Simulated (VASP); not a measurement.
MgCd5Te6, 12 atoms in the cell. It takes space group P3m1 (No. 156, trigonal). Conventional cell: a = 4.323 Å, b = 4.323 Å, c = 21.280 Å, α = 90.00°, β = 90.00°, γ = 120.00°. Mg (site symmetry 3m) has 4 Te at 2.65 Å within 3.5 Å. Within 3.5 Å of Cd (site symmetry 3m) lie 4 Te at 2.65 Å. Cd (site symmetry 3m) has 4 Te at 2.65 Å within 3.5 Å. Cd (site symmetry 3m) has 4 Te at 2.65 Å within 3.5 Å. Cd (site symmetry 3m) has 4 Te at 2.65 Å within 3.5 Å. Cd (site symmetry 3m) has 4 Te at 2.65 Å within 3.5 Å. Te (site symmetry 3m) has 3 Mg at 2.65 Å and 1 Cd at 2.65 Å within 3.5 Å. Within 3.5 Å of Te (site symmetry 3m) lie 4 Cd at 2.65 Å. 

- Program: VASP 6.6.1
- Task: single point
- Functional: PBE
- Potentials or basis: VASP PAW PBE potentials, release 64 (Mg, Cd, Te)
- Cutoff: 520 eV
- k mesh: 6 × 6 × 1
- Occupations: gaussian, width 0.1 eV
- Spin: no spin polarisation
- Dipole correction: no
- Further INCAR settings: ALGO = Normal; EDIFF = 1e-06; NBANDS = 61

Potentials or basis: VASP PAW PBE potentials, release 64 (Mg, Cd, Te).

Command:

```sh
$ cat potpaw_PBE.64/Mg/POTCAR potpaw_PBE.64/Cd/POTCAR potpaw_PBE.64/Te/POTCAR > POTCAR
$ mpirun -np 1 vasp_std > vasp.out
```

Hardware: 1 thread of Intel Xeon 8259CL (shared host).

**Question.** How long does it take, and how much memory?

**Answer.** Run time: 6.3 min on 1 thread of Intel Xeon 8259CL (shared host), peak memory 0.48 GiB. Counts: scf iterations 16, k points 7.
